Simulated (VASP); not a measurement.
# MgB2 (P6/mmm) in VASP: a series of runs, part 2 of 2

VASP 6.6.1. The steps go on from the part before.

## Step 3: Relaxation of shape and atoms at fixed volume, revPBE (volume scaled by 0.98)

INCAR reads:

```
PREC = Accurate ; ENCUT = 600
EDIFF = 1E-6 ; ISMEAR = 0
SIGMA = 0.05 ; LREAL = False
LASPH = True ; NELM = 80
ALGO = Normal ; ISIF = 4
LWAVE = False ; LCHARG = False
GGA = RE ; IBRION = 2
NSW = 60 ; EDIFFG = -0.01
```

KPOINTS reads:

```
Automatic mesh
0
Gamma
  8 8 6
```

POSCAR reads:

```
MgB2
1.0
    3.0786389148      0.0000000000      0.0000000000
   -1.5393194574      2.6661795093      0.0000000000
    0.0000000000      0.0000000000      3.5030384103
Mg B
1 2
Direct
    0.0000000000      0.0000000000      0.0000000000
    0.3333333333      0.6666666667      0.5000000000
    0.6666666667      0.3333333333      0.5000000000
```

Potentials or basis: VASP PAW PBE potentials, release 64 (Mg, B).

Command:

```sh
$ cat potpaw_PBE.64/Mg/POTCAR potpaw_PBE.64/B/POTCAR > POTCAR
$ mpirun -np 1 vasp_std > vasp.out
```

Wall time 20 s (1 thread of Intel Xeon 6975P-C, shared host); peak memory 0.16 GiB.

It converged, with:

| Quantity | Value |
| --- | --- |
| Free energy | -14.6688 eV |
| Energy gained by relaxing | 0.1 meV/atom |
| Ionic steps | 3 |
| Pressure after relaxing | 2.6 GPa |
| Band gap on the k mesh | zero (band 4 reaches 6.58 eV, above the bottom of band 5 at 3.95 eV) |

The path:
| step | energy change (eV) | largest force (eV/Å) | pressure (GPa) | volume (Å³) |
| --- | --- | --- | --- | --- |
| 1 | 0.0000 | 0.0000 | 2.79 | 28.75 |
| 2 | -0.0004 | 0.0000 | 2.64 | 28.75 |
| 3 | -0.0004 | 0.0000 | 2.61 | 28.75 |

Final structure:
```
CELL_PARAMETERS angstrom
3.08346 0.00000 0.00000
-1.54173 2.67035 0.00000
0.00000 0.00000 3.49210
ATOMIC_POSITIONS crystal
Mg 0.00000 0.00000 0.00000
B 0.33333 0.66667 0.50000
B 0.66667 0.33333 0.50000
```

Levels at points of the mesh, in eV from the Fermi level:
```
           k point  band 1  band 2  band 3  band 4  band 5  band 6  band 7  band 8
(0.00, 0.00, 0.00)  -12.53   -2.89    0.31    0.31    1.81    6.24    6.24    7.98
(0.50, 0.00, 0.00)   -8.65   -7.91   -2.23    0.24    3.13    3.79    5.47    7.31
(0.00, 0.00, 0.50)  -11.23   -7.46    0.71    0.71    6.58    6.58    7.91    9.81
(0.50, 0.00, 0.50)   -7.64   -6.98   -3.62   -1.93   -1.31    5.65    8.88    8.92
```

Caveat: the cell differs from its parent crystal (volume scaled by 0.98); the PAW data sets were made with another functional, which shifts forces and pressure a little.

## Step 4: Relaxation of shape and atoms at fixed volume, RPBE+D4 (volume scaled by 1.04)

INCAR reads:

```
SYSTEM = MgB2
ALGO     = Normal         ! electronic algorithm
EDIFF    = 1E-6           ! SCF threshold, eV
EDIFFG   = -0.01          ! ionic threshold
ENCUT    = 600            ! plane-wave cutoff, eV
GGA      = RP             ! functional
IBRION   = 2              ! ionic algorithm
ISIF     = 4              ! what is computed and relaxed
ISMEAR   = 0              ! smearing method
IVDW     = 13             ! dispersion correction
LASPH    = .TRUE.         ! aspherical terms in the spheres
LCHARG   = .FALSE.        ! write CHGCAR
LREAL    = .FALSE.        ! projectors in reciprocal space
LWAVE    = .FALSE.        ! write WAVECAR
NELM     = 80             ! most SCF steps
NSW      = 60             ! ionic steps
PREC     = Accurate       ! precision mode
SIGMA    = 0.05           ! smearing width, eV
```

KPOINTS reads:

```
k-points
0
G
  8 8 6
  0 0 0
```

POSCAR reads:

```
MgB2
1.0
    3.0915373283      0.0000000000      0.0000000000
   -1.5457686642      2.6773498631      0.0000000000
    0.0000000000      0.0000000000      3.4773174956
Mg B
1 2
Direct
    0.0000000000      0.0000000000      0.0000000000
    0.3333333333      0.6666666667      0.5000000000
    0.6666666667      0.3333333333      0.5000000000
```

Command:

```sh
$ cat potpaw_PBE.64/Mg/POTCAR potpaw_PBE.64/B/POTCAR > POTCAR
$ mpirun -np 1 vasp_std > vasp.out
```

Wall time 13 s (1 thread of Intel Xeon 6975P-C, shared host); peak memory 0.16 GiB.

It converged, with:

```yaml
Free_energy: -15.9228 eV
Energy_gained_by_relaxing: 0.1 meV/atom
Ionic_steps: 2
Pressure_after_relaxing: -5.9 GPa
Band_gap_on_the_k_mesh: zero (band 4 reaches 6.61 eV, above the bottom of band 5 at 3.96 eV)
Dispersion_energy_per_atom: -0.473 eV
```

Step by step:
```tsv
step	energy change (eV)	largest force (eV/Å)	pressure (GPa)	volume (Å³)
1	0.0000	0.0000	-6.06	28.78
2	-0.0003	0.0000	-5.89	28.78
```

Final structure:
```cif
data_structure
_symmetry_space_group_name_H-M 'P 1'
_symmetry_Int_Tables_number 1
_cell_length_a 3.0881
_cell_length_b 3.0881
_cell_length_c 3.4852
_cell_angle_alpha 90.000
_cell_angle_beta 90.000
_cell_angle_gamma 120.000
_cell_volume 28.78
loop_
_atom_site_label
_atom_site_type_symbol
_atom_site_fract_x
_atom_site_fract_y
_atom_site_fract_z
_atom_site_occupancy
Mg1 Mg 0.00000 0.00000 0.00000 1
B1 B 0.33333 0.66667 0.50000 1
B2 B 0.66667 0.33333 0.50000 1
```

Levels at points of the mesh, in eV from the Fermi level:
| k point | band 1 | band 2 | band 3 | band 4 | band 5 | band 6 | band 7 | band 8 |
| --- | --- | --- | --- | --- | --- | --- | --- | --- |
| (0.00, 0.00, 0.00) | -12.53 | -2.85 | 0.30 | 0.30 | 1.87 | 6.21 | 6.21 | 7.91 |
| (0.50, 0.00, 0.00) | -8.66 | -7.91 | -2.24 | 0.27 | 3.15 | 3.76 | 5.52 | 7.35 |
| (0.00, 0.00, 0.50) | -11.22 | -7.44 | 0.70 | 0.70 | 6.55 | 6.55 | 7.87 | 9.75 |
| (0.50, 0.00, 0.50) | -7.65 | -6.98 | -3.62 | -1.93 | -1.31 | 5.61 | 8.88 | 8.90 |

Caveat: the cell differs from its parent crystal (volume scaled by 1.04); the PAW data sets were made with another functional, which shifts forces and pressure a little; pairwise dispersion overbinds metals, which lowers pressure and volume.

## Step 5: Relaxation of shape and atoms at fixed volume, PBE

This run uses another cell than the first one, of 9.68 Å³/atom, 1.022 times its volume.

INCAR reads:

```
SYSTEM = MgB2
PREC = Accurate
ENCUT = 600
EDIFF = 1E-7
ISMEAR = 0
SIGMA = 0.05
LREAL = .False.
LASPH = .True.
NELM = 60
ALGO = Normal
ISIF = 4
LWAVE = .False.
LCHARG = .False.
GGA = PE
IBRION = 2
NSW = 60
EDIFFG = -0.015
```

KPOINTS reads:

```
regular mesh
0
Gamma
  8 8 6
  0 0 0
```

POSCAR reads:

```
MgB2
1.0
    3.0849993558      0.0000000000      0.0000000000
   -1.5424996779      2.6716878128      0.0000000000
    0.0000000000      0.0000000000      3.5229984587
Mg B
1 2
Direct
    0.0000000000      0.0000000000      0.0000000000
    0.3333333333      0.6666666667      0.5000000000
    0.6666666667      0.3333333333      0.5000000000
```

Command:

```sh
$ cat potpaw_PBE.64/Mg/POTCAR potpaw_PBE.64/B/POTCAR > POTCAR
$ mpirun -np 1 vasp_std > vasp.out
```

It took 15 s on 1 thread of Intel Xeon 6975P-C, shared host; peak memory 0.16 GiB.

The run converged. Its results:

```yaml
Free_energy: -15.3142 eV
Energy_gained_by_relaxing: 0.1 meV/atom
Ionic_steps: 3
Pressure_after_relaxing: -1.4 GPa
Band_gap_on_the_k_mesh: zero (band 4 reaches 6.40 eV, above the bottom of band 5 at 3.81 eV)
```

Step by step:
```csv
step,energy change (eV),largest force (eV/Å),pressure (GPa),volume (Å³)
1,0.0000,0.0000,-1.17,29.04
2,-0.0003,0.0000,-1.31,29.04
3,-0.0004,0.0000,-1.37,29.04
```

Final structure:
```
CELL_PARAMETERS angstrom
3.09022 0.00000 0.00000
-1.54511 2.67621 0.00000
0.00000 0.00000 3.51110
ATOMIC_POSITIONS crystal
Mg 0.00000 0.00000 0.00000
B 0.33333 0.66667 0.50000
B 0.66667 0.33333 0.50000
```

Levels at points of the mesh, in eV from the Fermi level:
```
           k point  band 1  band 2  band 3  band 4  band 5  band 6  band 7  band 8
(0.00, 0.00, 0.00)  -12.43   -2.90    0.32    0.32    1.72    6.23    6.23    7.97
(0.50, 0.00, 0.00)   -8.56   -7.85   -2.21    0.23    3.09    3.81    5.37    7.12
(0.00, 0.00, 0.50)  -11.14   -7.42    0.70    0.70    6.57    6.57    7.87    9.75
(0.50, 0.00, 0.50)   -7.57   -6.93   -3.58   -1.91   -1.32    5.64    8.72    8.85
```

## Step 6: Relaxation of shape and atoms at fixed volume, revPBE

This run uses another cell than the first one, of 9.68 Å³/atom, 1.022 times its volume.

INCAR reads:

```
PREC = Accurate
ENCUT = 600
EDIFF = 1E-6
ISMEAR = 0
SIGMA = 0.05
LREAL = False
LASPH = True
NELM = 100
ALGO = Normal
ISIF = 4
LWAVE = False
LCHARG = False
GGA = RE
IBRION = 2
NSW = 60
EDIFFG = -0.02
```

KPOINTS reads:

```
regular mesh
0
Gamma
  8 8 6
```

POSCAR reads:

```
MgB2
1.0
    3.0897861850      0.0000000000      0.0000000000
   -1.5448930925      2.6758333285      0.0000000000
    0.0000000000      0.0000000000      3.5120909540
Mg B
1 2
Direct
    0.0000000000      0.0000000000      0.0000000000
    0.3333333333      0.6666666667      0.5000000000
    0.6666666667      0.3333333333      0.5000000000
```

Potentials or basis: VASP PAW PBE potentials, release 64 (Mg, B).

Command:

```sh
$ cat potpaw_PBE.64/Mg/POTCAR potpaw_PBE.64/B/POTCAR > POTCAR
$ mpirun -np 1 vasp_std > vasp.out
```

Run time: 9.5 s. Hardware: 1 thread of Intel Xeon 6975P-C, shared host; peak memory 0.16 GiB.

The run converged. Its results:

* Free energy: -14.6722 eV
* Pressure after relaxing: 1.2 GPa
* Band gap on the k mesh: zero (band 4 reaches 6.48 eV, above the bottom of band 5 at 3.90 eV)

Stress tensor (GPa, compression positive):
```
1.38 0.00 0.00
0.00 1.38 0.00
0.00 0.00 0.90
```

Final structure:
```
Mg B
1.0
     3.08979    0.00000    0.00000
    -1.54489    2.67583    0.00000
     0.00000    0.00000    3.51209
Mg B
1 2
Direct
  0.00000 0.00000 0.00000
  0.33333 0.66667 0.50000
  0.66667 0.33333 0.50000
```

Levels at points of the mesh, in eV from the Fermi level:
| k point | band 1 | band 2 | band 3 | band 4 | band 5 | band 6 | band 7 | band 8 |
| --- | --- | --- | --- | --- | --- | --- | --- | --- |
| (0.00, 0.00, 0.00) | -12.47 | -2.91 | 0.32 | 0.32 | 1.72 | 6.23 | 6.23 | 7.93 |
| (0.50, 0.00, 0.00) | -8.61 | -7.87 | -2.21 | 0.22 | 3.08 | 3.79 | 5.37 | 7.18 |
| (0.00, 0.00, 0.50) | -11.20 | -7.42 | 0.70 | 0.70 | 6.57 | 6.57 | 7.89 | 9.71 |
| (0.50, 0.00, 0.50) | -7.63 | -6.96 | -3.59 | -1.91 | -1.30 | 5.61 | 8.81 | 8.88 |

Caveat: the relaxation stopped at its first step, so nothing moved; the PAW data sets were made with another functional, which shifts forces and pressure a little.

## Step 7: Overview

| level | cell | gap on the mesh (eV) | pressure (GPa) |
| --- | --- | --- | --- |
| PBE+D3(BJ) | relaxed from a = 3.075, b = 3.075, c = 3.469 Å, angles 90.0, 90.0, 120.0°, 3 atoms | none | -3.2 |
| revPBE | relaxed from a = 3.079, b = 3.079, c = 3.503 Å, angles 90.0, 90.0, 120.0°, 3 atoms | none | 2.6 |
| RPBE+D4 | relaxed from a = 3.092, b = 3.092, c = 3.477 Å, angles 90.0, 90.0, 120.0°, 3 atoms | none | -5.9 |
| PBE | relaxed from a = 3.085, b = 3.085, c = 3.523 Å, angles 90.0, 90.0, 120.0°, 3 atoms | none | -1.4 |
| revPBE | relaxed from a = 3.090, b = 3.090, c = 3.512 Å, angles 90.0, 90.0, 120.0°, 3 atoms | none | 1.2 |

Alike in all rows: task relaxation of shape and atoms at fixed volume; potentials or basis VASP PAW PBE potentials, release 64 (Mg, B); no spin polarisation; k mesh 8 × 8 × 6; cutoff (eV) 600; smearing gaussian 0.05 eV.

Caveats: the PAW data sets were made with another functional, which shifts forces and pressure a little (some runs); pairwise dispersion overbinds metals, which lowers pressure and volume (some runs); the relaxation stopped at its first step, so nothing moved (some runs).

Total energies depend on the potentials used, so only differences within one code and one set of settings carry meaning.
